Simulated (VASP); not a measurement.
# Zr (P6/mmm) in VASP: further runs

The runs below take Zr through single point, relaxation of cell and atoms, with r2SCAN.

Everything below comes from runs of VASP 6.6.1. Logs are shortened: lines on timing, memory, paths and dates and some standing lists are left out, and cuts for length are marked.

### Step 1. The cell of the first run

Symmetry: P6/mmm, No. 191, hexagonal system. The conventional cell has a = 5.030 Å, b = 5.030 Å, c = 3.167 Å, α = 90.00°, β = 90.00°, γ = 120.00°. Zr (site symmetry 6/mmm) has 14 Zr at 3.17 to 3.31 Å within 4.2 Å. Within 3.8 Å of Zr (site symmetry -6m2) lie 11 Zr at 2.90 to 3.31 Å.

### Step 2. Single point, r2SCAN

File POSCAR:

```
Zr
1.0
    5.0301059985      0.0000000000      0.0000000000
   -2.5150529992      4.3561995784      0.0000000000
    0.0000000000      0.0000000000      3.1670539747
Zr
3
Direct
    0.0000000000      0.0000000000      0.0000000000
    0.3333333333      0.6666666667      0.5000000000
    0.6666666667      0.3333333333      0.5000000000
```

File INCAR.step1:

```
ALGO     = Normal         # electronic algorithm
EDIFF    = 1E-4           # SCF threshold, eV
ENCUT    = 520            # plane-wave cutoff, eV
GGA      = PE             # functional
ISMEAR   = 0              # smearing method
LASPH    = T              # aspherical terms in the spheres
LCHARG   = F              # write CHGCAR
LREAL    = F              # projectors in reciprocal space
LWAVE    = T              # write WAVECAR
NBANDS   = 25             # bands
NELM     = 100            # most SCF steps
PREC     = Accurate       # precision mode
SIGMA    = 0.1            # smearing width, eV
```

File INCAR.step2:

```
ALGO     = Normal         # electronic algorithm
EDIFF    = 1E-7           # SCF threshold, eV
ENCUT    = 520            # plane-wave cutoff, eV
ISIF     = 2              # what is computed and relaxed
ISMEAR   = 0              # smearing method
ISTART   = 1            
LASPH    = T              # aspherical terms in the spheres
LCHARG   = F              # write CHGCAR
LMIXTAU  = T            
LREAL    = F              # projectors in reciprocal space
LWAVE    = F              # write WAVECAR
METAGGA  = R2SCAN         # meta-GGA
NBANDS   = 25             # bands
NELM     = 100            # most SCF steps
PREC     = Accurate       # precision mode
SIGMA    = 0.1            # smearing width, eV
```

File KPOINTS:

```
k-points
0
Gamma
  6 6 6
```

Potentials or basis: VASP PAW PBE potentials, release 64 (Zr_sv).

Run with:

```
$ cat potpaw_PBE.64/Zr_sv/POTCAR > POTCAR
$ cp INCAR.step1 INCAR
$ mpirun -np 1 vasp_std > vasp.out
$ cp INCAR.step2 INCAR
$ mpirun -np 1 vasp_std > vasp.out
```

OUTCAR:

```text
EDIFF = 1E-7
   ENCUT = 520
   ISIF = 2
   ISMEAR = 0
   ISTART = 1
   LASPH = T
   LREAL = F
   METAGGA = R2SCAN
   NELM = 100
   PREC = Accurate

 ion  position               nearest neighbor table
   1  0.000  0.000  0.000-   2 3.31   3 3.31   2 3.31   3 3.31   2 3.31   2 3.31   3 3.31   3 3.31
                             3 3.31   3 3.31   2 3.31   2 3.31
   2  0.333  0.667  0.500-   3 2.90   3 2.90   3 2.90   1 3.31   1 3.31   1 3.31   1 3.31   1 3.31
                             1 3.31
   3  0.667  0.333  0.500-   2 2.90   2 2.90   2 2.90   1 3.31   1 3.31   1 3.31   1 3.31   1 3.31
                             1 3.31

  LATTYP: Found a hexagonal cell.
 ALAT       =     5.0301059985
 C/A-ratio  =     0.6296197288

  Lattice vectors:

 A1 = (   5.0301059985,   0.0000000000,   0.0000000000)
 A2 = (  -2.5150529992,   4.3561995784,   0.0000000000)
 A3 = (   0.0000000000,   0.0000000000,   3.1670539747)

Analysis of symmetry for initial positions (statically):
=====================================================================
 Subroutine PRICEL returns:
 Original cell was already a primitive cell.

 Routine SETGRP: Setting up the symmetry group for a
 hexagonal supercell.

 Subroutine GETGRP returns: Found 24 space group operations
 (whereof 24 operations were pure point group operations)
 out of a pool of 24 trial point group operations.

The static configuration has the point symmetry D_6h.

Analysis of symmetry for dynamics (positions and initial velocities):
=====================================================================
 Subroutine PRICEL returns:
 Original cell was already a primitive cell.

 Routine SETGRP: Setting up the symmetry group for a
 hexagonal supercell.

 Subroutine GETGRP returns: Found 24 space group operations
 (whereof 24 operations were pure point group operations)
 out of a pool of 24 trial point group operations.

The dynamic configuration has the point symmetry D_6h.

 Subroutine INISYM returns: Found 24 space group operations
 (whereof 24 operations are pure point group operations),
 and found     1 'primitive' translations

----------------------------------------------------------------------------------------

                                     Primitive cell

  volume of cell :      69.3969

  direct lattice vectors                    reciprocal lattice vectors
     5.030105998  0.000000000  0.000000000     0.198802968  0.114778947  0.000000000
    -2.515052999  4.356199578  0.000000000     0.000000000  0.229557894  0.000000000
     0.000000000  0.000000000  3.167053975     0.000000000  0.000000000  0.315750855

  length of vectors
     5.030105998  5.030105998  3.167053975     0.229557894  0.229557894  0.315750855

  position of ions in fractional coordinates (direct lattice)
     0.000000000  0.000000000  0.000000000
     0.333333333  0.666666667  0.500000000
     0.666666667  0.333333333  0.500000000

  ion indices of the primitive-cell ions
   primitive index   ion index
                 1           1
                 2           2
                 3           3

----------------------------------------------------------------------------------------

 KPOINTS: k-points

Automatic generation of k-mesh.
 Grid dimensions read from file:
 generate k-points for:    6    6    6

 Generating k-lattice:

  Cartesian coordinates                     Fractional coordinates (reciprocal lattice)
     0.033133828  0.019129824  0.000000000     0.166666667  0.000000000  0.000000000
     0.000000000  0.038259649  0.000000000     0.000000000  0.166666667  0.000000000
     0.000000000  0.000000000  0.052625142     0.000000000  0.000000000  0.166666667

  Length of vectors
     0.038259649  0.038259649  0.052625142

  Shift w.r.t. Gamma in fractional coordinates (k-lattice)
     0.000000000  0.000000000  0.000000000

 Subroutine IBZKPT returns following result:
 ===========================================

 Found     28 irreducible k-points:

 Following reciprocal coordinates:
            Coordinates               Weight
  0.000000  0.000000  0.000000      1.000000
  0.166667  0.000000  0.000000      6.000000
  0.333333  0.000000  0.000000      6.000000
  0.500000 -0.000000  0.000000      3.000000
  0.166667  0.166667  0.000000      6.000000
  0.333333  0.166667  0.000000     12.000000
[... 16 lines left out ...]
  0.166667  0.000000  0.500000      6.000000
  0.333333  0.000000  0.500000      6.000000
 [... further k-points ...]
   k-points           NKPTS =     28   k-points in BZ     NKDIM =     28   number of bands    NBANDS=     25
   number of dos      NEDOS =    301   number of ions     NIONS =      3
   total plane-waves  NPLWV =  38400
   dimension x,y,z NGX =    40 NGY =   40 NGZ =   24
   dimension x,y,z NGXF=    80 NGYF=   80 NGZF=   48
   ions per type =               3
   NGX,Y,Z   is equivalent  to a cutoff of  13.22, 13.22, 12.60 a.u.
   NGXF,Y,Z  is equivalent  to a cutoff of  26.44, 26.44, 25.20 a.u.
 SYSTEM =  unknown system
   PREC   = accura    normal or accurate (medium, high low for compatibility)
   ISTART =      1    job   : 0-new  1-cont  2-samecut
   ICHARG =      0    charge: 1-file 2-atom 10-const
   ISPIN  =      1    spin polarized calculation?
   LNONCOLLINEAR =      F non collinear calculations
   LSORBIT =      F    spin-orbit coupling
   LASPH  =      T    aspherical Exc in radial PAW
   ENCUT  =  520.0 eV  38.22 Ry    6.18 a.u.   9.35  9.35  5.89*2*pi/ulx,y,z
   NELM   =    100;   NELMIN=  2; NELMDL=  0     # of ELM steps
   EDIFF  = 0.1E-06   stopping-criterion for ELM
   LREAL  =      F    real-space projection
   EDIFFG = 0.1E-05   stopping-criterion for IOM
   NSW    =      0    number of steps for IOM
   IBRION =     -1    ionic relax: 0-MD 1-quasi-New 2-CG
   NFREE  =      0    steps in history (QN), initial steepest desc. (CG)
   ISIF   =      2    stress and relaxation
   ISYM   =      2    0-nonsym 1-usesym 2-fastsym
   POTIM  = 0.5000    time-step for ionic-motion
   TEBEG  =    0.0;   TEEND  =   0.0 temperature during run
   PSTRESS=    0.0 pullay stress
   NELECT =      36.0000    total number of electrons
   NUPDOWN=      -1.0000    fix difference up-down
   EMIN   =  10.00;   EMAX   =-10.00  energy-range for DOS
   EFERMI =   0.00;   METHOD = LEGACY
   ISMEAR =     0;   SIGMA  =   0.10  broadening in eV -4-tet -1-fermi 0-gaus
   EFERMI_NEDOS =   21; number of points for ismear=-14 and -15
   IALGO  =     38    algorithm
   IMIX   =      4    mixing-type and parameters
     AMIX     =   0.40;   BMIX     =  1.00
     AMIX_MAG =   1.60;   BMIX_MAG =  1.00
  volume/ion in A,a.u.               =      23.13       156.10
  Fermi-wavevector in a.u.,A,eV,Ry     =   1.315413  2.485771 23.542324  1.730312
  Thomas-Fermi vector in A             =   2.445598
   LORBIT       =      0    0 simple, 1 ext, 2 COOP (PROOUT), +10 PAW based schemes
   METAGGA = R2SCAN    functional components
   LHFCALC =     F    Hartree Fock is set to
   AEXX    =    0.0000 exact exchange contribution
   IVDW    =     0    specifies the selected vdW correction
   LEPSILON=     F    determine dielectric tensor
   LRPA    =     F    only Hartree local field effects (RPA)
 non-spin polarized calculation
 Gauss-broadening in eV      SIGMA  =   0.10
  energy-cutoff  :      520.00
  volume of cell :       69.40
 maximum number of plane-waves:      1892
 NGX is ok and might be reduce to    40
   NGX = 19   NGY = 19   NGZ = 11

 number of electron      36.0000000 magnetization

 Free energy of the ion-electron system (eV)
  ---------------------------------------------------
  ext. energy  EPLUGINS =         0.00000000
  ---------------------------------------------------
  free energy    TOTEN  =       -68.29691007 eV

  energy without entropy =      -68.28357057  energy(sigma->0) =      -68.29024032

 E-fermi :   8.9841     XC(G=0): -11.9882

 val. band max:        8.9637440937   @ k =   0.3333   0.1667   0.3333
 cond. band min:       9.0381108773   @ k =   0.3333   0.1667   0.0000
 fundamental gap:      0.0743667837
 Fermi energy:         8.9841355825

 k-point     1 :       0.0000    0.0000    0.0000
  band No.  band energies     occupation
      1     -41.6229      2.00000
      2     -41.3509      2.00000
      3     -41.1465      2.00000
      4     -19.0839      2.00000
      5     -19.0839      2.00000
      6     -19.0577      2.00000
[... 17 lines left out ...]
     24      11.3278      0.00000
     25      11.4023      0.00000

 k-point     2 :       0.1667    0.0000    0.0000
  band No.  band energies     occupation
      1     -41.6176      2.00000
      2     -41.3432      2.00000
      3     -41.1602      2.00000
      4     -19.2357      2.00000
      5     -19.1855      2.00000
      6     -18.8982      2.00000
[... 17 lines left out ...]
     24      11.1286      0.00000
     25      12.1734      0.00000

 k-point     3 :       0.3333    0.0000    0.0000
  band No.  band energies     occupation
      1     -41.6078      2.00000
      2     -41.3198      2.00000
      3     -41.1948      2.00000
      4     -19.3523      2.00000
      5     -19.1463      2.00000
      6     -18.7737      2.00000
[... 17 lines left out ...]
     24      11.9592      0.00000
     25      12.6071      0.00000

 k-point     4 :       0.5000   -0.0000    0.0000
  band No.  band energies     occupation
      1     -41.6031      2.00000
      2     -41.2987      2.00000
      3     -41.2213      2.00000
      4     -19.3943      2.00000
      5     -19.0088      2.00000
      6     -18.9030      2.00000
[... 17 lines left out ...]
     24      11.5633      0.00000
     25      12.8807      0.00000
[... 477 lines left out ...]
 k-point    22 :       0.0000    0.0000    0.5000
  band No.  band energies     occupation
      1     -41.5456      2.00000
      2     -41.3134      2.00000
      3     -41.0919      2.00000
      4     -19.1340      2.00000
      5     -19.0317      2.00000
      6     -18.9995      2.00000
[... 17 lines left out ...]
     24      13.5228      0.00000
     25      14.2849      0.00000

 k-point    23 :       0.1667    0.0000    0.5000
  band No.  band energies     occupation
      1     -41.5455      2.00000
      2     -41.3005      2.00000
      3     -41.1052      2.00000
      4     -19.1648      2.00000
      5     -19.0950      2.00000
      6     -19.0198      2.00000
[... 17 lines left out ...]
     24      13.4349      0.00000
     25      13.5953      0.00000

 k-point    24 :       0.3333    0.0000    0.5000
  band No.  band energies     occupation
      1     -41.5454      2.00000
      2     -41.2672      2.00000
      3     -41.1394      2.00000
      4     -19.2439      2.00000
      5     -19.1568      2.00000
      6     -19.0573      2.00000
[... 17 lines left out ...]
     24      13.1120      0.00000
     25      13.2431      0.00000

 [... further k-points ...]

------------------------ aborting loop because EDIFF is reached ----------------------------------------

  FORCE on cell =-STRESS in cart. coord.  units (eV):
  Direction    XX          YY          ZZ          XY          YZ          ZX
  --------------------------------------------------------------------------------------
  -------------------------------------------------------------------------------------
  Total       -0.0177129     -0.0177129     -0.0372304     -0.0000000      0.0000000      0.0000000
  in kB       -0.4089395     -0.4089395     -0.8595437     -0.0000000      0.0000000      0.0000000
  external PRESSURE =      -0.5591409 kB  Pullay stress =       0.0000000 kB

 VOLUME and BASIS-vectors are now :
 -----------------------------------------------------------------------------
  energy-cutoff  :      520.00
  volume of cell :       69.40
      direct lattice vectors                 reciprocal lattice vectors
     5.030105998  0.000000000  0.000000000     0.198802968  0.114778947  0.000000000
    -2.515052999  4.356199578  0.000000000     0.000000000  0.229557894  0.000000000
     0.000000000  0.000000000  3.167053975     0.000000000  0.000000000  0.315750855

 POSITION                                       TOTAL-FORCE (eV/Angst)
 -----------------------------------------------------------------------------------
      0.00000      0.00000      0.00000         0.000000      0.000000      0.000000
     -0.00000      2.90413      1.58353         0.000000     -0.000000     -0.000000
      2.51505      1.45207      1.58353        -0.000000      0.000000      0.000000
 -----------------------------------------------------------------------------------
    total drift:                                0.000000      0.000000      0.000000

  FREE ENERGIE OF THE ION-ELECTRON SYSTEM (eV)
  ---------------------------------------------------
  free  energy   TOTEN  =       -68.2969100713 eV

  energy  without entropy=      -68.2835705714  energy(sigma->0) =      -68.29024032
```

Wall time 2 min (1 thread of Intel Xeon 6975P-C (Granite Rapids), shared host); peak memory 0.21 GiB.

Results:

```
Free energy            : -68.2969 eV
Pressure               : -0.1 GPa
Band gap on the k mesh : zero (band 18 reaches 9.25 eV, above the bottom of band 19 at 8.89 eV)
```

Caveat: the PAW data sets were made with another functional, which shifts forces and pressure a little.

### Step 3. Relaxation of cell and atoms, r2SCAN

This run uses another cell than the first one, of 27.30 Å³/atom, 1.180 times its volume.

File POSCAR:

```
Zr
1.0
    5.3634298198      0.0000000000      0.0000000000
   -2.6817149099      4.6448664754      0.0000000000
    0.0000000000      0.0000000000      3.2880156722
Zr
3
Direct
    0.0000000000      0.0000000000      0.0000000000
    0.3333333333      0.6666666667      0.5000000000
    0.6666666667      0.3333333333      0.5000000000
```

Changes to INCAR.step1 since step 2:

```diff
@@ -2,3 +2,3 @@
 EDIFF    = 1E-4           # SCF threshold, eV
-ENCUT    = 520            # plane-wave cutoff, eV
+ENCUT    = 600            # plane-wave cutoff, eV
 GGA      = PE             # functional
@@ -9,3 +9,2 @@
 LWAVE    = T              # write WAVECAR
-NBANDS   = 25             # bands
 NELM     = 100            # most SCF steps
```

Changes to INCAR.step2 since step 2:

```diff
@@ -2,4 +2,6 @@
 EDIFF    = 1E-7           # SCF threshold, eV
-ENCUT    = 520            # plane-wave cutoff, eV
-ISIF     = 2              # what is computed and relaxed
+EDIFFG   = -0.04          # ionic threshold
+ENCUT    = 600            # plane-wave cutoff, eV
+IBRION   = 2              # ionic algorithm
+ISIF     = 3              # what is computed and relaxed
 ISMEAR   = 0              # smearing method
@@ -12,4 +14,4 @@
 METAGGA  = R2SCAN         # meta-GGA
-NBANDS   = 25             # bands
 NELM     = 100            # most SCF steps
+NSW      = 90             # ionic steps
 PREC     = Accurate       # precision mode
```

KPOINTS is that of step 2.

Potentials or basis: VASP PAW PBE potentials, release 64 (Zr_sv).

Run with:

```
$ cat potpaw_PBE.64/Zr_sv/POTCAR > POTCAR
$ cp INCAR.step1 INCAR
$ mpirun -np 1 vasp_std > vasp.out
$ cp INCAR.step2 INCAR
$ mpirun -np 1 vasp_std > vasp.out
```

Run time: 26 min. Hardware: 1 thread of AMD EPYC 9R45 (Zen 5), shared host; peak memory 0.26 GiB.

It converged, with:

* Free energy: -68.2932 eV
* Relaxed volume: 23.12 Å³/atom
* Relaxed cell: a = 5.030 Å, b = 5.030 Å, c = 3.166 Å, α = 90.00°, β = 90.00°, γ = 120.00°
* Space group after relaxing (to 0.05 Å): P6/mmm (No. 191)
* Energy gained by relaxing: 179.0 meV/atom
* Ionic steps: 9
* Pressure after relaxing: 0.0 GPa
* Band gap on the k mesh: zero (band 18 reaches 9.25 eV, above the bottom of band 19 at 8.89 eV)

The path:
```
step  energy change (eV)  largest force (eV/Å)  pressure (GPa)  volume (Å³)
   1              0.0000                0.0000          -11.99        81.91
   2             -0.0533                0.0000           18.26        59.99
   3             -0.5301                0.0000           -0.32        69.66
   4             -0.5305                0.0000            0.04        69.41
   5             -0.5303                0.0000            0.37        69.17
   6             -0.5367                0.0000            0.33        69.14
   7             -0.5367                0.0000            0.33        69.14
   8             -0.5367                0.0000           -0.28        69.57
   9             -0.5369                0.0000            0.00        69.37
```

Final structure:
```yaml
crystal:
  lattice:
    - [5.02999, 0.00000, 0.00000]
    - [-2.51499, 4.35610, 0.00000]
    - [0.00000, 0.00000, 3.16595]
  atoms:
    - { symbol: Zr, position: [0.00000, 0.00000, 0.00000] }
    - { symbol: Zr, position: [0.33333, 0.66667, 0.50000] }
    - { symbol: Zr, position: [0.66667, 0.33333, 0.50000] }
```

Levels at points of the mesh, in eV from the Fermi level:
| k point | band 15 | band 16 | band 17 | band 18 | band 19 | band 20 | band 21 | band 22 |
| --- | --- | --- | --- | --- | --- | --- | --- | --- |
| (0.00, 0.00, 0.00) | -0.62 | -0.62 | -0.53 | -0.53 | -0.04 | 1.07 | 1.82 | 1.82 |
| (0.50, 0.00, 0.00) | -3.03 | -0.62 | -0.49 | -0.43 | 0.06 | 0.86 | 1.17 | 1.50 |
| (0.00, 0.00, 0.50) | -2.32 | -2.03 | -2.03 | -1.61 | 1.30 | 1.30 | 1.82 | 1.82 |
| (0.50, 0.00, 0.50) | -2.04 | -1.57 | -0.90 | -0.62 | 0.42 | 1.01 | 1.14 | 1.55 |

Caveat: the volume moved by over 15 % at a fixed basis, so the end points are rough; the PAW data sets were made with another functional, which shifts forces and pressure a little.
